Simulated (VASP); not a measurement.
# Al in VASP: notebook

Runs on Al. Level: PBE. Tasks: single point.

Everything below comes from runs of VASP 6.6.1. Logs are shortened: lines on timing, memory, paths and dates and some standing lists are left out, and cuts for length are marked.

## Step 1: The cell of the first run

It takes space group P6_3/mmc (No. 194, hexagonal). Conventional cell: a = 2.854 Å, b = 2.854 Å, c = 9.383 Å, α = 90.00°, β = 90.00°, γ = 120.00°. Within 3.8 Å of Al (site symmetry -3m) lie 12 Al at 2.85 to 2.87 Å. Within 3.8 Å of Al (site symmetry -6m2) lie 12 Al at 2.85 to 2.87 Å.

## Step 2: Single point, PBE

File INCAR:

```
SYSTEM = Al
  PREC = Accurate
  ENCUT = 520
  EDIFF = 1E-6
  ISMEAR = 0
  SIGMA = 0.1
  LREAL = .FALSE.
  LASPH = .TRUE.
  NELM = 80
  ALGO = Normal
  ISIF = 2
  LWAVE = .FALSE.
  LCHARG = .TRUE.
  GGA = PE
  LELF = .TRUE.
  LVHAR = .TRUE.
  NBANDS = 14
```

File KPOINTS:

```
regular mesh
0
G
  18 18 6
  0 0 0
```

File POSCAR:

```
Al
1.0
    2.8543223330      0.0000000000      0.0000000000
   -1.4271611665      2.4719156510      0.0000000000
    0.0000000000      0.0000000000      9.3831925853
Al
4
Direct
    0.0000000000      0.0000000000      0.0000000000
    0.3333333333      0.6666666667      0.2500000000
    0.0000000000      0.0000000000      0.5000000000
    0.6666666667      0.3333333333      0.7500000000
```

Potentials or basis: VASP PAW PBE potentials, release 64 (Al).

On the command line:

```bash
> cat potpaw_PBE.64/Al/POTCAR > POTCAR
> mpirun -np 1 vasp_std > vasp.out
```

OUTCAR:

```text
SYSTEM = Al
   PREC = Accurate
   ENCUT = 520
   EDIFF = 1E-6
   ISMEAR = 0
   LREAL = .FALSE.
   LASPH = .TRUE.
   NELM = 80
   ISIF = 2
   GGA = PE

 ion  position               nearest neighbor table
   1  0.000  0.000  0.000-   2 2.87   4 2.87   4 2.87   2 2.87   4 2.87   2 2.87
   2  0.333  0.667  0.250-   1 2.87   3 2.87   1 2.87   3 2.87   1 2.87   3 2.87
   3  0.000  0.000  0.500-   2 2.87   4 2.87   4 2.87   2 2.87   4 2.87   2 2.87
   4  0.667  0.333  0.750-   1 2.87   3 2.87   1 2.87   3 2.87   1 2.87   3 2.87

  LATTYP: Found a hexagonal cell.
 ALAT       =     2.8543223330
 C/A-ratio  =     3.2873626348

  Lattice vectors:

 A1 = (   2.8543223330,   0.0000000000,   0.0000000000)
 A2 = (  -1.4271611665,   2.4719156510,   0.0000000000)
 A3 = (   0.0000000000,   0.0000000000,   9.3831925853)

Analysis of symmetry for initial positions (statically):
=====================================================================
 Subroutine PRICEL returns:
 Original cell was already a primitive cell.

 Routine SETGRP: Setting up the symmetry group for a
 hexagonal supercell.

 Subroutine GETGRP returns: Found 24 space group operations
 (whereof 12 operations were pure point group operations)
 out of a pool of 24 trial point group operations.

The static configuration has the point symmetry D_3d.
 The point group associated with its full space group is D_6h.

Analysis of symmetry for dynamics (positions and initial velocities):
=====================================================================
 Subroutine PRICEL returns:
 Original cell was already a primitive cell.

 Routine SETGRP: Setting up the symmetry group for a
 hexagonal supercell.

 Subroutine GETGRP returns: Found 24 space group operations
 (whereof 12 operations were pure point group operations)
 out of a pool of 24 trial point group operations.

The dynamic configuration has the point symmetry D_3d.
 The point group associated with its full space group is D_6h.

 Subroutine INISYM returns: Found 24 space group operations
 (whereof 12 operations are pure point group operations),
 and found     1 'primitive' translations

----------------------------------------------------------------------------------------

                                     Primitive cell

  volume of cell :      66.2045

  direct lattice vectors                    reciprocal lattice vectors
     2.854322333  0.000000000  0.000000000     0.350345856  0.202272274  0.000000000
    -1.427161166  2.471915651  0.000000000     0.000000000  0.404544548  0.000000000
     0.000000000  0.000000000  9.383192585     0.000000000  0.000000000  0.106573535

  length of vectors
     2.854322333  2.854322333  9.383192585     0.404544548  0.404544548  0.106573535

  position of ions in fractional coordinates (direct lattice)
     0.000000000  0.000000000  0.000000000
     0.333333333  0.666666667  0.250000000
     0.000000000  0.000000000  0.500000000
     0.666666667  0.333333333  0.750000000

  ion indices of the primitive-cell ions
   primitive index   ion index
                 1           1
                 2           2
                 3           3
                 4           4

----------------------------------------------------------------------------------------

 KPOINTS: regular mesh

Automatic generation of k-mesh.
 Grid dimensions read from file:
 generate k-points for:   18   18    6

 Generating k-lattice:

  Cartesian coordinates                     Fractional coordinates (reciprocal lattice)
     0.019463659  0.011237349  0.000000000     0.055555556  0.000000000  0.000000000
     0.000000000  0.022474697  0.000000000     0.000000000  0.055555556  0.000000000
     0.000000000  0.000000000  0.017762256     0.000000000  0.000000000  0.166666667

  Length of vectors
     0.022474697  0.022474697  0.017762256

  Shift w.r.t. Gamma in fractional coordinates (k-lattice)
     0.000000000  0.000000000  0.000000000

 Subroutine IBZKPT returns following result:
 ===========================================

 Found    148 irreducible k-points:

 Following reciprocal coordinates:
            Coordinates               Weight
  0.000000  0.000000  0.000000      1.000000
  0.055556 -0.000000  0.000000      6.000000
  0.111111 -0.000000  0.000000      6.000000
  0.166667 -0.000000  0.000000      6.000000
  0.222222 -0.000000  0.000000      6.000000
  0.277778 -0.000000  0.000000      6.000000
[... 16 lines left out ...]
  0.333333  0.111111  0.000000     12.000000
  0.388889  0.111111  0.000000     12.000000
 [... further k-points ...]
   k-points           NKPTS =    148   k-points in BZ     NKDIM =    148   number of bands    NBANDS=     14
   number of dos      NEDOS =    301   number of ions     NIONS =      4
   total plane-waves  NPLWV =  40320
   dimension x,y,z NGX =    24 NGY =   24 NGZ =   70
   dimension x,y,z NGXF=    48 NGYF=   48 NGZF=  140
   ions per type =               4
   NGX,Y,Z   is equivalent  to a cutoff of  13.98, 13.98, 12.40 a.u.
   NGXF,Y,Z  is equivalent  to a cutoff of  27.96, 27.96, 24.80 a.u.
 SYSTEM =  Al
   PREC   = accura    normal or accurate (medium, high low for compatibility)
   ISTART =      0    job   : 0-new  1-cont  2-samecut
   ICHARG =      2    charge: 1-file 2-atom 10-const
   ISPIN  =      1    spin polarized calculation?
   LNONCOLLINEAR =      F non collinear calculations
   LSORBIT =      F    spin-orbit coupling
   LASPH  =      T    aspherical Exc in radial PAW
   ENCUT  =  520.0 eV  38.22 Ry    6.18 a.u.   5.31  5.31 17.45*2*pi/ulx,y,z
   NELM   =     80;   NELMIN=  2; NELMDL= -5     # of ELM steps
   EDIFF  = 0.1E-05   stopping-criterion for ELM
   LREAL  =      F    real-space projection
[... 7 lines left out ...]
   TEBEG  =    0.0;   TEEND  =   0.0 temperature during run
   PSTRESS=    0.0 pullay stress
   NELECT =      12.0000    total number of electrons
   NUPDOWN=      -1.0000    fix difference up-down
   EMIN   =  10.00;   EMAX   =-10.00  energy-range for DOS
   EFERMI =   0.00;   METHOD = LEGACY
   ISMEAR =     0;   SIGMA  =   0.10  broadening in eV -4-tet -1-fermi 0-gaus
   EFERMI_NEDOS =   21; number of points for ismear=-14 and -15
   IALGO  =     38    algorithm
   IMIX   =      4    mixing-type and parameters
     AMIX     =   0.40;   BMIX     =  1.00
     AMIX_MAG =   1.60;   BMIX_MAG =  1.00
  volume/ion in A,a.u.               =      16.55       111.69
  Fermi-wavevector in a.u.,A,eV,Ry     =   0.926487  1.750807 11.678952  0.858379
  Thomas-Fermi vector in A             =   2.052455
   LORBIT       =      0    0 simple, 1 ext, 2 COOP (PROOUT), +10 PAW based schemes
   GGA     = PE    functional components
   LHFCALC =     F    Hartree Fock is set to
   AEXX    =    0.0000 exact exchange contribution
   IVDW    =     0    specifies the selected vdW correction
   LEPSILON=     F    determine dielectric tensor
   LRPA    =     F    only Hartree local field effects (RPA)
 non-spin polarized calculation
 Gauss-broadening in eV      SIGMA  =   0.10
  energy-cutoff  :      520.00
  volume of cell :       66.20
 maximum number of plane-waves:      1805
 NGX is ok and might be reduce to    24
   NGX = 11   NGY = 11   NGZ = 35

 number of electron      12.0000000 magnetization

 Free energy of the ion-electron system (eV)
  ---------------------------------------------------
  ext. energy  EPLUGINS =         0.00000000
  ---------------------------------------------------
  free energy    TOTEN  =       -14.93792286 eV

  energy without entropy =      -14.93063497  energy(sigma->0) =      -14.93427891

 E-fermi :   7.9636     XC(G=0): -10.1863

 val. band max:        7.9275633822   @ k =   0.2778   0.2222   0.0000
 cond. band min:       7.9836860189   @ k =   0.3889   0.1667   0.1667
 fundamental gap:      0.0561226367
 Fermi energy:         7.9636039057

 k-point     1 :       0.0000    0.0000    0.0000
  band No.  band energies     occupation
      1      -3.1465      2.00000
      2      -1.4781      2.00000
      3      -1.4713      2.00000
      4       3.3536      2.00000
      5       3.5114      2.00000
      6      11.2761      0.00000
      7      11.2875      0.00000
      8      18.7055      0.00000
      9      18.7055      0.00000
     10      18.8968      0.00000
     11      18.8968      0.00000
     12      19.8788      0.00000
     13      19.8813      0.00000
     14      20.0759      0.00000

 k-point     2 :       0.0556   -0.0000    0.0000
  band No.  band energies     occupation
      1      -3.0718      2.00000
      2      -1.4042      2.00000
      3      -1.3974      2.00000
      4       3.4229      2.00000
      5       3.5845      2.00000
      6      11.3367      0.00000
      7      11.3504      0.00000
      8      17.1081      0.00000
      9      17.7127      0.00000
     10      18.4493      0.00000
     11      18.5308      0.00000
     12      19.0285      0.00000
     13      19.0886      0.00000
     14      19.1218      0.00000

 k-point     3 :       0.1111   -0.0000    0.0000
  band No.  band energies     occupation
      1      -2.8478      2.00000
      2      -1.1827      2.00000
      3      -1.1760      2.00000
      4       3.6309      2.00000
      5       3.8031      2.00000
      6      11.5095      0.00000
      7      11.5348      0.00000
      8      15.0795      0.00000
      9      16.4429      0.00000
     10      16.5285      0.00000
     11      16.7533      0.00000
     12      18.1750      0.00000
     13      18.1756      0.00000
     14      18.2797      0.00000

 k-point     4 :       0.1667   -0.0000    0.0000
  band No.  band energies     occupation
      1      -2.4752      2.00000
      2      -0.8144      2.00000
      3      -0.8079      2.00000
      4       3.9774      2.00000
      5       4.1647      2.00000
      6      11.7061      0.00000
      7      11.8145      0.00000
      8      13.1590      0.00000
      9      14.4271      0.00000
     10      14.5557      0.00000
     11      15.9214      0.00000
     12      17.3425      0.00000
     13      17.3501      0.00000
     14      17.3563      0.00000

 k-point     5 :       0.2222   -0.0000    0.0000
  band No.  band energies     occupation
      1      -1.9552      2.00000
      2      -0.3004      2.00000
      3      -0.2942      2.00000
      4       4.4619      2.00000
      5       4.6637      2.00000
      6      10.8219      0.00000
      7      11.8882      0.00000
      8      12.4276      0.00000
      9      12.5870      0.00000
     10      12.9921      0.00000
     11      15.2182      0.00000
[... 276 lines left out ...]
 k-point    22 :       0.2778    0.1111    0.0000
  band No.  band energies     occupation
      1      -0.2604      2.00000
      2       1.3743      2.00000
      3       1.3783      2.00000
      4       6.0403      2.00000
      5       6.1447      2.00000
      6       7.6601      1.99998
      7       9.0679      0.00000
      8       9.1344      0.00000
      9      11.1895      0.00000
     10      12.5769      0.00000
     11      12.8351      0.00000
     12      13.5269      0.00000
     13      13.6923      0.00000
     14      14.5470      0.00000

 k-point    23 :       0.3333    0.1111    0.0000
  band No.  band energies     occupation
      1       0.6882      2.00000
      2       2.3099      2.00000
      3       2.3111      2.00000
      4       5.7250      2.00000
      5       6.8237      2.00000
      6       7.1098      2.00000
      7       7.6045      2.00000
      8       7.8048      1.97525
      9      10.7940      0.00000
     10      11.8782      0.00000
     11      12.2344      0.00000
     12      12.5361      0.00000
     13      12.8958      0.00000
     14      15.0294      0.00000

 k-point    24 :       0.3889    0.1111    0.0000
  band No.  band energies     occupation
      1       1.7739      2.00000
      2       3.3655      2.00000
      3       3.3733      2.00000
      4       4.3323      2.00000
      5       5.9516      2.00000
      6       5.9855      2.00000
      7       8.0515      0.21366
      8       8.3880      0.00000
      9      10.3017      0.00000
     10      10.5359      0.00000
     11      11.4032      0.00000
     12      12.2873      0.00000
     13      12.5002      0.00000
     14      15.8688      0.00000

 [... further k-points ...]
[... 5 lines left out ...]
  --------------------------------------------------------------------------------------
  -------------------------------------------------------------------------------------
  Total       -0.0141902     -0.0141902     -0.0106522      0.0000000      0.0000000      0.0000000
  in kB       -0.3434096     -0.3434096     -0.2577873      0.0000000      0.0000000      0.0000000
  external PRESSURE =      -0.3148688 kB  Pullay stress =       0.0000000 kB

 VOLUME and BASIS-vectors are now :
 -----------------------------------------------------------------------------
  energy-cutoff  :      520.00
  volume of cell :       66.20
      direct lattice vectors                 reciprocal lattice vectors
     2.854322333  0.000000000  0.000000000     0.350345856  0.202272274  0.000000000
    -1.427161166  2.471915651  0.000000000     0.000000000  0.404544548  0.000000000
     0.000000000  0.000000000  9.383192585     0.000000000  0.000000000  0.106573535

 POSITION                                       TOTAL-FORCE (eV/Angst)
 -----------------------------------------------------------------------------------
      0.00000      0.00000      0.00000         0.000000      0.000000     -0.000000
     -0.00000      1.64794      2.34580         0.000000     -0.000000      0.000000
      0.00000      0.00000      4.69160         0.000000      0.000000     -0.000000
      1.42716      0.82397      7.03739        -0.000000      0.000000      0.000000
 -----------------------------------------------------------------------------------
    total drift:                               -0.000000      0.000000      0.000000

  FREE ENERGIE OF THE ION-ELECTRON SYSTEM (eV)
  ---------------------------------------------------
  free  energy   TOTEN  =       -14.9379228610 eV

  energy  without entropy=      -14.9306349652  energy(sigma->0) =      -14.93427891
```

It took 64 s on 1 thread of AMD EPYC 7R13 (Zen 3), shared host; peak memory 0.21 GiB.

Results:

| Property | Result |
| --- | --- |
| Free energy | -14.9379 eV |
| Pressure | 0.0 GPa |
| Band gap on the k mesh | zero (band 6 reaches 11.81 eV, above the bottom of band 7 at 6.43 eV) |

Levels at points of the mesh, in eV from the Fermi level:
```tsv
k point	band 3	band 4	band 5	band 6	band 7	band 8	band 9	band 10
(0.00, 0.00, 0.00)	-9.43	-4.61	-4.45	3.31	3.32	10.74	10.74	10.93
(0.50, 0.00, 0.00)	-3.89	-3.82	-3.32	-3.22	0.83	1.25	1.29	1.57
(0.00, 0.00, 0.50)	-7.38	-7.38	-0.95	-0.95	8.14	8.14	11.06	11.06
(0.50, 0.00, 0.50)	-4.74	-4.74	-1.85	-1.85	-1.20	-1.20	4.49	4.49
```

## Step 3: Single point, PBE (strained)

File INCAR:

```
PREC = Accurate
ENCUT = 520
EDIFF = 1E-7
ISMEAR = 0
SIGMA = 0.1
LREAL = F
LASPH = T
NELM = 80
ALGO = Fast
ISIF = 2
LWAVE = F
LCHARG = F
GGA = PE
NBANDS = 14
```

File KPOINTS:

```
regular mesh
0
Gamma
  18 18 6
```

File POSCAR:

```
Al
1.0
    2.8187936885      0.0000000000      0.0000000000
   -1.4093968443      2.4411469423      0.0000000000
    0.0000000000      0.0000000000      9.9858174866
Al
4
Direct
    0.0000000000      0.0000000000      0.0000000000
    0.3333333300      0.6666666700      0.2500000000
    0.0000000000      0.0000000000      0.5000000000
    0.6666666700      0.3333333300      0.7500000000
```

Potentials or basis: VASP PAW PBE potentials, release 64 (Al).

On the command line:

```bash
> cat potpaw_PBE.64/Al/POTCAR > POTCAR
> mpirun -np 1 vasp_std > vasp.out
```

Wall time 2.4 min (1 thread of Intel Xeon Platinum 8375C at 2.90GHz (Ice Lake), shared host); peak memory 0.26 GiB.

The run converged. Its results:

| Quantity | Value |
| --- | --- |
| Free energy | -14.8715 eV |
| Pressure | -2.0 GPa |
| Band gap on the k mesh | zero (band 6 reaches 10.56 eV, above the bottom of band 7 at 6.29 eV) |

Stress tensor (GPa, compression positive):
```
-0.69  0.00  0.00
 0.00 -0.69  0.00
 0.00  0.00 -4.71
```

Levels at points of the mesh, in eV from the Fermi level:
```tsv
k point	band 4	band 5	band 6	band 7	band 8	band 9
(0.00, 0.00, 0.00)	-5.26	-4.77	1.98	1.99	10.67	11.38
(0.50, 0.00, 0.00)	-3.61	-3.05	-3.02	0.59	0.88	0.96
(0.00, 0.00, 0.50)	-7.54	-1.82	-1.82	6.33	6.33	11.92
(0.50, 0.00, 0.50)	-4.39	-1.82	-1.82	-1.21	-1.21	3.76
```

Caveat: the cell differs from its parent crystal (strained).

[end of part 1 of 2]
